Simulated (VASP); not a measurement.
# Ag (Fm-3m) in VASP: notebook, part 2 of 3

VASP 6.6.1. Earlier steps stand in the parts before.

**3. Single point, r2SCAN**

This run uses another cell than the first one, of 18.02 Å³/atom.

POSCAR

```
Ag
1.0
    0.0000000000      2.0807657478      2.0807657478
    2.0807657478      0.0000000000      2.0807657478
    2.0807657478      2.0807657478      0.0000000000
Ag
1
Direct
    0.0000000000      0.0000000000      0.0000000000
```

INCAR.step1

```
ALGO = Normal ; EDIFF = 1E-4
ENCUT = 520 ; GGA = PE
ISMEAR = -1 ; LASPH = True
LCHARG = False ; LREAL = False
LWAVE = True ; NBANDS = 12
NELM = 80 ; PREC = Accurate
SIGMA = 0.1
```

INCAR.step2

```
ALGO = Normal ; EDIFF = 1E-6
ENCUT = 520 ; ISIF = 2
ISMEAR = -1 ; ISTART = 1
LASPH = True ; LCHARG = False
LMIXTAU = True ; LREAL = False
LWAVE = False ; METAGGA = R2SCAN
NBANDS = 12 ; NELM = 80
PREC = Accurate ; SIGMA = 0.1
```

KPOINTS

```
k-points
0
Gamma
  14 14 14
```

Potentials or basis: VASP PAW PBE potentials, release 64 (Ag).

Run with:

```sh
$ cat potpaw_PBE.64/Ag/POTCAR > POTCAR
$ cp INCAR.step1 INCAR
$ mpirun -np 1 vasp_std > vasp.out
$ cp INCAR.step2 INCAR
$ mpirun -np 1 vasp_std > vasp.out
```

OUTCAR:

```text
EDIFF = 1E-6
   ENCUT = 520
   ISIF = 2
   ISMEAR = -1
   ISTART = 1
   LASPH = True
   LREAL = False
   METAGGA = R2SCAN
   NELM = 80
   PREC = Accurate

 ion  position               nearest neighbor table
   1  0.000  0.000  0.000-

  LATTYP: Found a face centered cubic cell.
 ALAT       =     4.1615314956

  Lattice vectors:

 A1 = (   0.0000000000,   2.0807657478,   2.0807657478)
 A2 = (   2.0807657478,   0.0000000000,   2.0807657478)
 A3 = (   2.0807657478,   2.0807657478,   0.0000000000)

Analysis of symmetry for initial positions (statically):
=====================================================================
 Subroutine PRICEL returns:
 Original cell was already a primitive cell.

 Routine SETGRP: Setting up the symmetry group for a
 face centered cubic supercell.

 Subroutine GETGRP returns: Found 48 space group operations
 (whereof 48 operations were pure point group operations)
 out of a pool of 48 trial point group operations.

The static configuration has the point symmetry O_h .

Analysis of symmetry for dynamics (positions and initial velocities):
=====================================================================
 Subroutine PRICEL returns:
 Original cell was already a primitive cell.

 Routine SETGRP: Setting up the symmetry group for a
 face centered cubic supercell.

 Subroutine GETGRP returns: Found 48 space group operations
 (whereof 48 operations were pure point group operations)
 out of a pool of 48 trial point group operations.

The dynamic configuration has the point symmetry O_h .

 Subroutine INISYM returns: Found 48 space group operations
 (whereof 48 operations are pure point group operations),
 and found     1 'primitive' translations

----------------------------------------------------------------------------------------

                                     Primitive cell

  volume of cell :      18.0177

  direct lattice vectors                    reciprocal lattice vectors
     0.000000000  2.080765748  2.080765748    -0.240296151  0.240296151  0.240296151
     2.080765748  0.000000000  2.080765748     0.240296151 -0.240296151  0.240296151
     2.080765748  2.080765748  0.000000000     0.240296151  0.240296151 -0.240296151

  length of vectors
     2.942647141  2.942647141  2.942647141     0.416205142  0.416205142  0.416205142

  position of ions in fractional coordinates (direct lattice)
     0.000000000  0.000000000  0.000000000

  ion indices of the primitive-cell ions
   primitive index   ion index
                 1           1

----------------------------------------------------------------------------------------

 KPOINTS: k-points

Automatic generation of k-mesh.
 Grid dimensions read from file:
 generate k-points for:   14   14   14

 Generating k-lattice:

  Cartesian coordinates                     Fractional coordinates (reciprocal lattice)
    -0.017164011  0.017164011  0.017164011     0.071428571  0.000000000  0.000000000
     0.017164011 -0.017164011  0.017164011     0.000000000  0.071428571  0.000000000
     0.017164011  0.017164011 -0.017164011     0.000000000  0.000000000  0.071428571

  Length of vectors
     0.029728939  0.029728939  0.029728939

  Shift w.r.t. Gamma in fractional coordinates (k-lattice)
     0.000000000  0.000000000  0.000000000

 Subroutine IBZKPT returns following result:
 ===========================================

 Found    104 irreducible k-points:

 Following reciprocal coordinates:
            Coordinates               Weight
  0.000000  0.000000  0.000000      1.000000
  0.071429  0.000000  0.000000      8.000000
  0.142857  0.000000  0.000000      8.000000
  0.214286  0.000000  0.000000      8.000000
  0.285714  0.000000  0.000000      8.000000
  0.357143  0.000000  0.000000      8.000000
[... 16 lines left out ...]
  0.214286  0.142857  0.000000     24.000000
  0.285714  0.142857  0.000000     24.000000
 [... further k-points ...]
   k-points           NKPTS =    104   k-points in BZ     NKDIM =    104   number of bands    NBANDS=     12
   number of dos      NEDOS =    301   number of ions     NIONS =      1
   total plane-waves  NPLWV =  13824
   dimension x,y,z NGX =    24 NGY =   24 NGZ =   24
   dimension x,y,z NGXF=    48 NGYF=   48 NGZF=   48
   ions per type =               1
   NGX,Y,Z   is equivalent  to a cutoff of  13.56, 13.56, 13.56 a.u.
   NGXF,Y,Z  is equivalent  to a cutoff of  27.12, 27.12, 27.12 a.u.
 SYSTEM =  unknown system
   PREC   = accura    normal or accurate (medium, high low for compatibility)
   ISTART =      1    job   : 0-new  1-cont  2-samecut
   ICHARG =      0    charge: 1-file 2-atom 10-const
   ISPIN  =      1    spin polarized calculation?
   LNONCOLLINEAR =      F non collinear calculations
   LSORBIT =      F    spin-orbit coupling
   LASPH  =      T    aspherical Exc in radial PAW
   ENCUT  =  520.0 eV  38.22 Ry    6.18 a.u.   5.47  5.47  5.47*2*pi/ulx,y,z
   NELM   =     80;   NELMIN=  2; NELMDL=  0     # of ELM steps
   EDIFF  = 0.1E-05   stopping-criterion for ELM
   LREAL  =      F    real-space projection
   EDIFFG = 0.1E-04   stopping-criterion for IOM
   NSW    =      0    number of steps for IOM
   IBRION =     -1    ionic relax: 0-MD 1-quasi-New 2-CG
   NFREE  =      0    steps in history (QN), initial steepest desc. (CG)
   ISIF   =      2    stress and relaxation
   ISYM   =      2    0-nonsym 1-usesym 2-fastsym
   POTIM  = 0.5000    time-step for ionic-motion
   TEBEG  =    0.0;   TEEND  =   0.0 temperature during run
   PSTRESS=    0.0 pullay stress
   NELECT =      11.0000    total number of electrons
   NUPDOWN=      -1.0000    fix difference up-down
   EMIN   =  10.00;   EMAX   =-10.00  energy-range for DOS
   EFERMI =   0.00;   METHOD = LEGACY
   ISMEAR =    -1;   SIGMA  =   0.10  broadening in eV -4-tet -1-fermi 0-gaus
   EFERMI_NEDOS =   21; number of points for ismear=-14 and -15
   IALGO  =     38    algorithm
   IMIX   =      4    mixing-type and parameters
     AMIX     =   0.40;   BMIX     =  1.00
     AMIX_MAG =   1.60;   BMIX_MAG =  1.00
  volume/ion in A,a.u.               =      18.02       121.59
  Fermi-wavevector in a.u.,A,eV,Ry     =   1.388798  2.624448 26.242386  1.928761
  Thomas-Fermi vector in A             =   2.512890
   LORBIT       =      0    0 simple, 1 ext, 2 COOP (PROOUT), +10 PAW based schemes
   METAGGA = R2SCAN    functional components
   LHFCALC =     F    Hartree Fock is set to
   AEXX    =    0.0000 exact exchange contribution
   IVDW    =     0    specifies the selected vdW correction
   LEPSILON=     F    determine dielectric tensor
   LRPA    =     F    only Hartree local field effects (RPA)
 non-spin polarized calculation
  energy-cutoff  :      520.00
  volume of cell :       18.02
 maximum number of plane-waves:       531
 NGX is ok and might be reduce to    24
   NGX = 11   NGY = 11   NGZ = 11

 number of electron      11.0000000 magnetization

 Free energy of the ion-electron system (eV)
  ---------------------------------------------------
  ext. energy  EPLUGINS =         0.00000000
  ---------------------------------------------------
  free energy    TOTEN  =       -21.35343373 eV

  energy without entropy =      -21.34418738  energy(sigma->0) =      -21.34881055

 E-fermi :   7.6447     XC(G=0): -12.5878

 val. band max:        7.5128472903   @ k =   0.5000   0.0000   0.0000
 cond. band min:       7.6533872013   @ k =   0.5000   0.2143   0.0714
 fundamental gap:      0.1405399110
 Fermi energy:         7.6447031388

 k-point     1 :       0.0000    0.0000    0.0000
  band No.  band energies     occupation
      1       0.1465      2.00000
      2       2.7493      2.00000
      3       2.7493      2.00000
      4       2.7493      2.00000
      5       3.6951      2.00000
      6       3.6951      2.00000
      7      24.1983      0.00000
      8      27.5781      0.00000
      9      27.5782      0.00000
     10      27.5782      0.00000
     11      32.4119      0.00000
     12      33.1170      0.00000
[... 331 lines left out ...]
 k-point    24 :       0.2857    0.1429    0.0000
  band No.  band energies     occupation
      1       1.7486      2.00000
      2       2.4147      2.00000
      3       2.9705      2.00000
      4       3.2089      2.00000
      5       4.0557      2.00000
      6       4.1010      2.00000
      7      19.6792      0.00000
      8      23.8521      0.00000
      9      24.2880      0.00000
     10      26.1986      0.00000
     11      29.4078      0.00000
     12      33.0698      0.00000

 [... further k-points ...]

------------------------ aborting loop because EDIFF is reached ----------------------------------------

  FORCE on cell =-STRESS in cart. coord.  units (eV):
  Direction    XX          YY          ZZ          XY          YZ          ZX
  --------------------------------------------------------------------------------------
  -------------------------------------------------------------------------------------
  Total       -0.4112043     -0.4112043     -0.4112043     -0.0000000      0.0000000      0.0000000
  in kB      -36.5652609    -36.5652609    -36.5652609     -0.0000000      0.0000000      0.0000000
  external PRESSURE =     -36.5652609 kB  Pullay stress =       0.0000000 kB

 VOLUME and BASIS-vectors are now :
 -----------------------------------------------------------------------------
  energy-cutoff  :      520.00
  volume of cell :       18.02
      direct lattice vectors                 reciprocal lattice vectors
     0.000000000  2.080765748  2.080765748    -0.240296151  0.240296151  0.240296151
     2.080765748  0.000000000  2.080765748     0.240296151 -0.240296151  0.240296151
     2.080765748  2.080765748  0.000000000     0.240296151  0.240296151 -0.240296151

 POSITION                                       TOTAL-FORCE (eV/Angst)
 -----------------------------------------------------------------------------------
      0.00000      0.00000      0.00000        -0.000000      0.000000      0.000000
 -----------------------------------------------------------------------------------
    total drift:                               -0.000000      0.000000      0.000000

  FREE ENERGIE OF THE ION-ELECTRON SYSTEM (eV)
  ---------------------------------------------------
  free  energy   TOTEN  =       -21.3534337308 eV

  energy  without entropy=      -21.3441873777  energy(sigma->0) =      -21.34881055
```

OSZICAR.step1:

```text
N       E                     dE             d eps       ncg     rms          rms(c)
DAV:   1     0.532403009454E+02    0.53240E+02   -0.54728E+03  2496   0.821E+02
DAV:   2    -0.205497422337E+01   -0.55295E+02   -0.52080E+02  2844   0.191E+02
DAV:   3    -0.295702212611E+01   -0.90205E+00   -0.90104E+00  2988   0.261E+01
DAV:   4    -0.295979861391E+01   -0.27765E-02   -0.27763E-02  2848   0.152E+00
DAV:   5    -0.295982140781E+01   -0.22794E-04   -0.22795E-04  2932   0.124E-01    0.453E+00
DAV:   6    -0.273004909057E+01    0.22977E+00   -0.94249E-01  2664   0.861E+00    0.302E+00
DAV:   7    -0.272396050027E+01    0.60886E-02   -0.69531E-03  2872   0.807E-01    0.173E+00
DAV:   8    -0.272155235655E+01    0.24081E-02   -0.70701E-04  2824   0.208E-01    0.758E-02
DAV:   9    -0.272156073660E+01   -0.83801E-05   -0.80086E-06  1564   0.220E-02
   1 F= -.27215607E+01 E0= -.27167528E+01  d E =-.961583E-02
```

It took 90 s on 1 thread of Intel Xeon 8259CL, shared host; peak memory 0.16 GiB.

Results:

* Free energy: -21.3534 eV
* Pressure: -3.7 GPa
* Band gap on the k mesh: zero (an odd number of electrons rules out a gap without spin polarisation)

Caveat: the cell stands under tension; the PAW data sets were made with another functional, which shifts forces and pressure a little.

**4. Single point, r2SCAN**

This run uses another cell than the first one, of 18.02 Å³/atom.

POSCAR is that of step 3.

INCAR.step1

```
SYSTEM = Ag
ALGO = Normal
EDIFF = 1E-4
ENCUT = 520
GGA = PE
ISMEAR = -1
LASPH = .True.
LCHARG = .False.
LREAL = .False.
LWAVE = .True.
NBANDS = 12
NELM = 60
PREC = Accurate
SIGMA = 0.1
```

INCAR.step2

```
SYSTEM = Ag
ALGO = Normal
EDIFF = 1E-6
ENCUT = 520
ISIF = 2
ISMEAR = -1
ISTART = 1
LASPH = .True.
LCHARG = .False.
LMIXTAU = .True.
LREAL = .False.
LWAVE = .False.
METAGGA = R2SCAN
NBANDS = 12
NELM = 60
PREC = Accurate
SIGMA = 0.1
```

KPOINTS

```
k-points
0
Gamma
  14 14 14
  0 0 0
```

Run with:

```sh
$ cat potpaw_PBE.64/Ag/POTCAR > POTCAR
$ cp INCAR.step1 INCAR
$ mpirun -np 1 vasp_std > vasp.out
$ cp INCAR.step2 INCAR
$ mpirun -np 1 vasp_std > vasp.out
```

It took 90 s on 1 thread of Intel Xeon 8259CL, shared host; peak memory 0.16 GiB.

It converged, with:

```
Free energy            : -21.3534 eV
Pressure               : -3.7 GPa
Band gap on the k mesh : zero (an odd number of electrons rules out a gap without spin polarisation)
```

Levels at points of the mesh, in eV from the Fermi level:
```tsv
k point	band 3	band 4	band 5	band 6	band 7	band 8	band 9	band 10
(0.00, 0.00, 0.00)	-4.90	-4.90	-3.95	-3.95	16.55	19.93	19.93	19.93
(0.50, 0.00, 0.00)	-4.92	-3.21	-3.21	-0.13	3.45	15.79	18.05	18.05
(0.50, 0.50, 0.00)	-3.24	-3.01	-3.01	1.83	6.59	10.88	10.88	17.06
```

Caveat: the cell stands under tension; the PAW data sets were made with another functional, which shifts forces and pressure a little.

[end of part 2 of 3]
